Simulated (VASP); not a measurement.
# MgS in VASP: notebook

Runs on MgS. Level: PBEsol. Tasks: single point.

All numbers are computed with VASP 6.6.1; they aren't measurements. Logs are shortened: lines on timing, memory, paths and dates and some standing lists are left out, and cuts for length are marked.

### 1 The cell of the first run

It takes space group Fm-3m (No. 225, cubic). The conventional cell has a = 5.182 Å, b = 5.182 Å, c = 5.182 Å, α = 90.00°, β = 90.00°, γ = 90.00°. Mg (site symmetry m-3m) has 6 S at 2.59 Å within 3.4 Å. S (site symmetry m-3m) has 6 Mg at 2.59 Å within 3.4 Å.

### 2 Single point, PBEsol

File INCAR:

```
SYSTEM = MgS
  ALGO = Normal
  EDIFF = 1E-6
  ENCUT = 520
  GGA = PS
  ISIF = 2
  ISMEAR = 0
  LASPH = .True.
  LCHARG = .False.
  LREAL = .False.
  LWAVE = .False.
  NBANDS = 11
  NELM = 100
  PREC = Accurate
  SIGMA = 0.05
```

File KPOINTS:

```
k-points
0
Gamma
  10 10 10
  0 0 0
```

File POSCAR:

```
MgS
1.0
    0.0000000000      2.5910375066      2.5910375066
    2.5910375066      0.0000000000      2.5910375066
    2.5910375066      2.5910375066      0.0000000000
Mg S
1 1
Direct
    0.0000000000      0.0000000000      0.0000000000
    0.5000000000      0.5000000000      0.5000000000
```

Potentials or basis: VASP PAW PBE potentials, release 64 (Mg, S).

The run is started by

```sh
$ cat potpaw_PBE.64/Mg/POTCAR potpaw_PBE.64/S/POTCAR > POTCAR
$ mpirun -np 1 vasp_std > vasp.out
```

OUTCAR:

```text
SYSTEM = MgS
   EDIFF = 1E-6
   ENCUT = 520
   GGA = PS
   ISIF = 2
   ISMEAR = 0
   LASPH = .True.
   LREAL = .False.
   NELM = 100
   PREC = Accurate

 ion  position               nearest neighbor table
   1  0.000  0.000  0.000-   2 2.59   2 2.59   2 2.59   2 2.59   2 2.59   2 2.59
   2  0.500  0.500  0.500-   1 2.59   1 2.59   1 2.59   1 2.59   1 2.59   1 2.59

  LATTYP: Found a face centered cubic cell.
 ALAT       =     5.1820750132

  Lattice vectors:

 A1 = (   0.0000000000,   2.5910375066,   2.5910375066)
 A2 = (   2.5910375066,   0.0000000000,   2.5910375066)
 A3 = (   2.5910375066,   2.5910375066,   0.0000000000)

Analysis of symmetry for initial positions (statically):
=====================================================================
 Subroutine PRICEL returns:
 Original cell was already a primitive cell.

 Routine SETGRP: Setting up the symmetry group for a
 face centered cubic supercell.

 Subroutine GETGRP returns: Found 48 space group operations
 (whereof 48 operations were pure point group operations)
 out of a pool of 48 trial point group operations.

The static configuration has the point symmetry O_h .

Analysis of symmetry for dynamics (positions and initial velocities):
=====================================================================
 Subroutine PRICEL returns:
 Original cell was already a primitive cell.

 Routine SETGRP: Setting up the symmetry group for a
 face centered cubic supercell.

 Subroutine GETGRP returns: Found 48 space group operations
 (whereof 48 operations were pure point group operations)
 out of a pool of 48 trial point group operations.

The dynamic configuration has the point symmetry O_h .

 Subroutine INISYM returns: Found 48 space group operations
 (whereof 48 operations are pure point group operations),
 and found     1 'primitive' translations

----------------------------------------------------------------------------------------

                                     Primitive cell

  volume of cell :      34.7897

  direct lattice vectors                    reciprocal lattice vectors
     0.000000000  2.591037507  2.591037507    -0.192972892  0.192972892  0.192972892
     2.591037507  0.000000000  2.591037507     0.192972892 -0.192972892  0.192972892
     2.591037507  2.591037507  0.000000000     0.192972892  0.192972892 -0.192972892

  length of vectors
     3.664280382  3.664280382  3.664280382     0.334238853  0.334238853  0.334238853

  position of ions in fractional coordinates (direct lattice)
     0.000000000  0.000000000  0.000000000
[... 81 lines left out ...]
   NSW    =      0    number of steps for IOM
   IBRION =     -1    ionic relax: 0-MD 1-quasi-New 2-CG
   NFREE  =      0    steps in history (QN), initial steepest desc. (CG)
   ISIF   =      2    stress and relaxation
   ISYM   =      2    0-nonsym 1-usesym 2-fastsym
   POTIM  = 0.5000    time-step for ionic-motion
   TEBEG  =    0.0;   TEEND  =   0.0 temperature during run
   PSTRESS=    0.0 pullay stress
   NELECT =       8.0000    total number of electrons
   NUPDOWN=      -1.0000    fix difference up-down
   EMIN   =  10.00;   EMAX   =-10.00  energy-range for DOS
   EFERMI =   0.00;   METHOD = LEGACY
   ISMEAR =     0;   SIGMA  =   0.05  broadening in eV -4-tet -1-fermi 0-gaus
   EFERMI_NEDOS =   21; number of points for ismear=-14 and -15
   IALGO  =     38    algorithm
   IMIX   =      4    mixing-type and parameters
     AMIX     =   0.40;   BMIX     =  1.00
     AMIX_MAG =   1.60;   BMIX_MAG =  1.00
  volume/ion in A,a.u.               =      17.39       117.39
  Fermi-wavevector in a.u.,A,eV,Ry     =   1.002970  1.895338 13.686755  1.005948
  Thomas-Fermi vector in A             =   2.135491
   LORBIT       =      0    0 simple, 1 ext, 2 COOP (PROOUT), +10 PAW based schemes
   GGA     = PS    functional components
   LHFCALC =     F    Hartree Fock is set to
   AEXX    =    0.0000 exact exchange contribution
   IVDW    =     0    specifies the selected vdW correction
   LEPSILON=     F    determine dielectric tensor
   LRPA    =     F    only Hartree local field effects (RPA)
 non-spin polarized calculation
 Gauss-broadening in eV      SIGMA  =   0.05
  energy-cutoff  :      520.00
  volume of cell :       34.79
 maximum number of plane-waves:       960
   NGX = 13   NGY = 13   NGZ = 13

 number of electron       7.9999999 magnetization

 Free energy of the ion-electron system (eV)
  ---------------------------------------------------
  ext. energy  EPLUGINS =         0.00000000
  ---------------------------------------------------
  free energy    TOTEN  =        -9.07527280 eV

  energy without entropy =       -9.07527280  energy(sigma->0) =       -9.07527280

 E-fermi :   4.0500     XC(G=0):  -9.8875

 val. band max:        3.7855519106   @ k =   0.0000   0.0000   0.0000
 cond. band min:       6.5150923230   @ k =   0.5000   0.5000   0.0000
 fundamental gap:      2.7295404125
 Fermi energy:         4.0500301531

 k-point     1 :       0.0000    0.0000    0.0000
  band No.  band energies     occupation
      1      -8.9686      2.00000
      2       3.7856      2.00000
      3       3.7856      2.00000
      4       3.7856      2.00000
      5       7.4750      0.00000
      6      11.6318      0.00000
      7      11.6318      0.00000
      8      11.6318      0.00000
      9      14.1105      0.00000
     10      14.1105      0.00000
     11      16.1104      0.00000
[... 309 lines left out ...]
 k-point    24 :       0.4000    0.3000    0.0000
  band No.  band energies     occupation
      1      -7.6381      2.00000
      2       0.0878      2.00000
      3       2.0917      2.00000
      4       2.3769      2.00000
      5       7.6834      0.00000
      6       8.8551      0.00000
      7      13.2554      0.00000
      8      14.2891      0.00000
      9      15.8788      0.00000
     10      17.0696      0.00000
     11      20.4552      0.00000

 [... further k-points ...]
[... 5 lines left out ...]
  --------------------------------------------------------------------------------------
  -------------------------------------------------------------------------------------
  Total       -0.0480761     -0.0480761     -0.0480761      0.0000000     -0.0000000      0.0000000
  in kB       -2.2140550     -2.2140550     -2.2140550      0.0000000     -0.0000000      0.0000000
  external PRESSURE =      -2.2140550 kB  Pullay stress =       0.0000000 kB

 VOLUME and BASIS-vectors are now :
 -----------------------------------------------------------------------------
  energy-cutoff  :      520.00
  volume of cell :       34.79
      direct lattice vectors                 reciprocal lattice vectors
     0.000000000  2.591037507  2.591037507    -0.192972892  0.192972892  0.192972892
     2.591037507  0.000000000  2.591037507     0.192972892 -0.192972892  0.192972892
     2.591037507  2.591037507  0.000000000     0.192972892  0.192972892 -0.192972892

 POSITION                                       TOTAL-FORCE (eV/Angst)
 -----------------------------------------------------------------------------------
      0.00000      0.00000      0.00000         0.000000      0.000000     -0.000000
      2.59104      2.59104      2.59104        -0.000000     -0.000000      0.000000
 -----------------------------------------------------------------------------------
    total drift:                                0.000000      0.000000      0.000000

  FREE ENERGIE OF THE ION-ELECTRON SYSTEM (eV)
  ---------------------------------------------------
  free  energy   TOTEN  =        -9.0752728017 eV

  energy  without entropy=       -9.0752728017  energy(sigma->0) =       -9.07527280
```

OSZICAR:

```text
N       E                     dE             d eps       ncg     rms          rms(c)
DAV:   1     0.225491144814E+02    0.22549E+02   -0.36946E+03  1058   0.606E+02
DAV:   2    -0.784872824285E+01   -0.30398E+02   -0.28710E+02  1291   0.994E+01
DAV:   3    -0.943138053573E+01   -0.15827E+01   -0.15787E+01  1276   0.243E+01
DAV:   4    -0.944171144576E+01   -0.10331E-01   -0.10330E-01  1224   0.232E+00
DAV:   5    -0.944179526181E+01   -0.83816E-04   -0.83815E-04  1305   0.212E-01    0.416E+00
DAV:   6    -0.911882415059E+01    0.32297E+00   -0.67724E-01  1157   0.321E+00    0.315E+00
DAV:   7    -0.907808294818E+01    0.40741E-01   -0.18255E-01  1235   0.181E+00    0.194E+00
DAV:   8    -0.907549180297E+01    0.25911E-02   -0.10055E-02  1142   0.577E-01    0.738E-01
DAV:   9    -0.907528220094E+01    0.20960E-03   -0.48781E-04  1196   0.123E-01    0.316E-01
DAV:  10    -0.907527376971E+01    0.84312E-05   -0.16767E-04  1181   0.571E-02    0.247E-02
DAV:  11    -0.907527280173E+01    0.96798E-06   -0.35368E-06  1199   0.100E-02
   1 F= -.90752728E+01 E0= -.90752728E+01  d E =-.597266E-16
```

stdout:

```text
POSCAR found type information on POSCAR MgS
 POSCAR found :  2 types and       2 ions
 scaLAPACK will be used
 -----------------------------------------------------------------------------
|                                                                             |
|                                                                             |
|     You enforced a specific xc type in the INCAR file but a different       |
|     I HOPE YOU KNOW WHAT YOU ARE DOING!                                     |
|                                                                             |
 -----------------------------------------------------------------------------

 LDA part: xc-table for (Slater+PW92), standard interpolation
 POSCAR, INCAR and KPOINTS ok, starting setup
 FFT: planning ... GRIDC
 FFT: planning ... GRID_SOFT
 FFT: planning ... GRID
 WAVECAR not read
 entering main loop
```

Wall time 6.6 s (1 thread of Intel Xeon 6975P-C (Granite Rapids), shared host); peak memory 0.16 GiB.

What came out:

* Free energy: -9.0753 eV
* Pressure: -0.2 GPa
* Band gap on the k mesh: 2.73 eV, indirect (least direct gap 3.69 eV)

Levels at points of the mesh, in eV from the valence-band top:
| k point | band 1 | band 2 | band 3 | band 4 | band 5 | band 6 | band 7 | band 8 | band 9 |
| --- | --- | --- | --- | --- | --- | --- | --- | --- | --- |
| (0.00, 0.00, 0.00) | -12.75 | 0.00 | 0.00 | 0.00 | 3.69 | 7.85 | 7.85 | 7.85 | 10.32 |
| (0.50, 0.00, 0.00) | -11.40 | -4.96 | -0.61 | -0.61 | 4.42 | 6.84 | 6.84 | 10.20 | 12.04 |
| (0.50, 0.50, 0.00) | -11.01 | -4.33 | -1.74 | -1.74 | 2.73 | 4.21 | 11.99 | 12.86 | 13.39 |

Caveat: the PAW data sets were made with another functional, which shifts forces and pressure a little. Expect the measured gap to be larger: semilocal functionals such as PBEsol lack the derivative discontinuity.

### 3 Single point, PBEsol

File INCAR:

```
PREC     = Accurate       # precision mode
ENCUT    = 520            # plane-wave cutoff, eV
EDIFF    = 1E-6           # SCF threshold, eV
ISMEAR   = 0              # smearing method
SIGMA    = 0.05           # smearing width, eV
LREAL    = False          # projectors in reciprocal space
LASPH    = True           # aspherical terms in the spheres
NELM     = 60             # most SCF steps
ALGO     = Normal         # electronic algorithm
ISIF     = 2              # what is computed and relaxed
LWAVE    = False          # write WAVECAR
LCHARG   = True           # write CHGCAR
GGA      = PS             # functional
LELF     = True           # ELF
LVHAR    = True         
NBANDS   = 11             # bands
```

File KPOINTS:

```
regular mesh
0
Gamma
  10 10 10
```

POSCAR is that of step 2.

Potentials or basis: VASP PAW PBE potentials, release 64 (Mg, S).

The run is started by

```sh
$ cat potpaw_PBE.64/Mg/POTCAR potpaw_PBE.64/S/POTCAR > POTCAR
$ mpirun -np 1 vasp_std > vasp.out
```

Wall time 7 s (1 thread of Intel Xeon 6975P-C (Granite Rapids), shared host); peak memory 0.16 GiB.

The run converged. Its results:

```
Free energy            : -9.0753 eV
Pressure               : -0.2 GPa
Band gap on the k mesh : 2.73 eV, indirect (least direct gap 3.69 eV)
```

Levels at points of the mesh, in eV from the valence-band top:
```
           k point  band 1  band 2  band 3  band 4  band 5  band 6  band 7  band 8  band 9
(0.00, 0.00, 0.00)  -12.75    0.00    0.00    0.00    3.69    7.85    7.85    7.85   10.32
(0.50, 0.00, 0.00)  -11.40   -4.96   -0.61   -0.61    4.42    6.84    6.84   10.20   12.04
(0.50, 0.50, 0.00)  -11.01   -4.33   -1.74   -1.74    2.73    4.21   11.99   12.86   13.39
```

Caveat: the PAW data sets were made with another functional, which shifts forces and pressure a little. A k mesh can miss the band edges.

### 4 Single point, PBEsol (volume scaled by 1.020)

File INCAR:

```
SYSTEM = MgS
PREC = Accurate ; ENCUT = 520
EDIFF = 1E-6 ; ISMEAR = 0
SIGMA = 0.05 ; LREAL = .FALSE.
LASPH = .TRUE. ; NELM = 60
ALGO = Normal ; ISIF = 2
LWAVE = .FALSE. ; LCHARG = .FALSE.
GGA = PS ; NBANDS = 11
```

File KPOINTS:

```
Automatic mesh
0
G
  10 10 10
  0 0 0
```

File POSCAR:

```
MgS
1.0
    0.0000000000      2.6081971955      2.6081971955
    2.6081971955      0.0000000000      2.6081971955
    2.6081971955      2.6081971955      0.0000000000
Mg S
1 1
Direct
    0.0000000000      0.0000000000      0.0000000000
    0.5000000000      0.5000000000      0.5000000000
```

The run is started by

```sh
$ cat potpaw_PBE.64/Mg/POTCAR potpaw_PBE.64/S/POTCAR > POTCAR
$ mpirun -np 1 vasp_std > vasp.out
```

Wall time 6.6 s (1 thread of Intel Xeon 6975P-C (Granite Rapids), shared host); peak memory 0.16 GiB.

It converged, with:

```yaml
Free_energy: -9.0713 eV
Pressure: -1.7 GPa
Band_gap_on_the_k_mesh: 2.69 eV, indirect (least direct gap 3.53 eV)
```

Levels at points of the mesh, in eV from the valence-band top:
```
           k point  band 1  band 2  band 3  band 4  band 5  band 6  band 7  band 8  band 9
(0.00, 0.00, 0.00)  -12.64    0.00    0.00    0.00    3.53    7.86    7.86    7.86   10.30
(0.50, 0.00, 0.00)  -11.33   -4.85   -0.59   -0.59    4.39    6.82    6.82    9.99   11.93
(0.50, 0.50, 0.00)  -10.96   -4.22   -1.69   -1.69    2.69    4.27   11.80   12.80   13.18
```

Caveat: the PAW data sets were made with another functional, which shifts forces and pressure a little. A k mesh can miss the band edges.

### 5 Single point, PBEsol (volume scaled by 1.040)

File INCAR:

```
PREC = Accurate
ENCUT = 520
EDIFF = 1E-6
ISMEAR = 0
SIGMA = 0.05
LREAL = False
LASPH = True
NELM = 60
ALGO = Normal
ISIF = 2
LWAVE = False
LCHARG = True
GGA = PS
LELF = True
LVHAR = True
NBANDS = 11
```

File KPOINTS:

```
regular mesh
0
Gamma
  10 10 10
```

File POSCAR:

```
MgS
1.0
    0.0000000000      2.6251340155      2.6251340155
    2.6251340155      0.0000000000      2.6251340155
    2.6251340155      2.6251340155      0.0000000000
Mg S
1 1
Direct
    0.0000000000      0.0000000000      0.0000000000
    0.5000000000      0.5000000000      0.5000000000
```

The run is started by

```sh
$ cat potpaw_PBE.64/Mg/POTCAR potpaw_PBE.64/S/POTCAR > POTCAR
$ mpirun -np 1 vasp_std > vasp.out
```

It took 7.2 s on 1 thread of Intel Xeon 6975P-C (Granite Rapids), shared host; peak memory 0.16 GiB.

It converged, with:

| Quantity | Value |
| --- | --- |
| Free energy | -9.0611 eV |
| Pressure | -3.1 GPa |
| Band gap on the k mesh | 2.65 eV, indirect (least direct gap 3.39 eV) |

Levels at points of the mesh, in eV from the valence-band top:
```csv
k point,band 1,band 2,band 3,band 4,band 5,band 6,band 7,band 8
"(0.00, 0.00, 0.00)",-12.53,0.00,0.00,0.00,3.39,7.87,7.87,7.87
"(0.50, 0.00, 0.00)",-11.27,-4.75,-0.57,-0.57,4.36,6.79,6.79,9.78
"(0.50, 0.50, 0.00)",-10.92,-4.12,-1.65,-1.65,2.65,4.32,11.61,12.74
```

Caveat: the PAW data sets were made with another functional, which shifts forces and pressure a little. A k mesh can miss the band edges.

### 6 Single point, PBEsol (atom 2 (S) moved 0.05 Å along z)

File INCAR:

```
SYSTEM = MgS
  PREC = Accurate
  ENCUT = 520
  EDIFF = 1E-6
  ISMEAR = 0
  SIGMA = 0.05
  LREAL = .FALSE.
  LASPH = .TRUE.
  NELM = 80
  ALGO = Normal
  ISIF = 2
  LWAVE = .FALSE.
  LCHARG = .FALSE.
  GGA = PS
  NBANDS = 11
```

File KPOINTS:

```
Automatic mesh
0
G
  10 10 10
  0 0 0
```

File POSCAR:

```
MgS
1.0
    0.0000000000      2.5910375066      2.5910375066
    2.5910375066      0.0000000000      2.5910375066
    2.5910375066      2.5910375066      0.0000000000
Mg S
1 1
Direct
    0.0000000000      0.0000000000      0.0000000000
    0.5096486446      0.5096486446      0.4903513554
```

Potentials or basis: VASP PAW PBE potentials, release 64 (Mg, S).

The run is started by

```sh
$ cat potpaw_PBE.64/Mg/POTCAR potpaw_PBE.64/S/POTCAR > POTCAR
$ mpirun -np 1 vasp_std > vasp.out
```

It took 13 s on 1 thread of Intel Xeon 6975P-C (Granite Rapids), shared host; peak memory 0.18 GiB.

It converged, with:

| Item | Value |
| --- | --- |
| Free energy | -9.0715 eV |
| Pressure | -0.1 GPa |
| Largest force | 0.152 eV/Å |
| Band gap on the k mesh | 2.73 eV, indirect (least direct gap 3.69 eV) |

Forces on the atoms (eV/Å):
```
Mg   0.000  0.000  0.152
S    0.000  0.000 -0.152
```

Stress tensor (GPa, compression positive):
```
-0.24  0.00  0.00
 0.00 -0.24  0.00
 0.00  0.00  0.08
```

Levels at points of the mesh, in eV from the valence-band top:
```tsv
k point	band 2	band 3	band 4	band 5	band 6	band 7
(0.00, 0.00, 0.00)	0.00	0.00	0.00	3.69	7.85	7.85
(0.50, 0.00, 0.00)	-4.96	-0.62	-0.61	4.42	6.84	6.84
(0.50, 0.50, 0.00)	-4.33	-1.74	-1.74	2.73	4.21	11.99
(0.00, 0.50, 0.50)	-4.33	-1.74	-1.74	2.73	4.20	11.99
```

Caveat: the cell differs from its parent crystal (atom 2 (S) moved 0.05 Å along z); the PAW data sets were made with another functional, which shifts forces and pressure a little. A k mesh can miss the band edges.

### 7 The runs side by side

```csv
cell,gap on the mesh (eV),pressure (GPa)
"a = 3.664 Å, angles 60.0°, 2 atoms",2.73,-0.1
"a = 3.689 Å, angles 60.0°, 2 atoms",2.69,-1.7
"a = 3.713 Å, angles 60.0°, 2 atoms",2.65,-3.1
```

Some of these runs hold the atoms at other places in the same cell, which the table doesn't show; runs alike in all that it shows share one row.

Alike in all rows: task single point; level PBEsol; potentials or basis VASP PAW PBE potentials, release 64 (Mg, S); no spin polarisation; k mesh 10 × 10 × 10; cutoff (eV) 520; smearing gaussian 0.05 eV.

Caveats: the PAW data sets were made with another functional, which shifts forces and pressure a little.

Absolute energies hang on the potentials; compare differences alone.
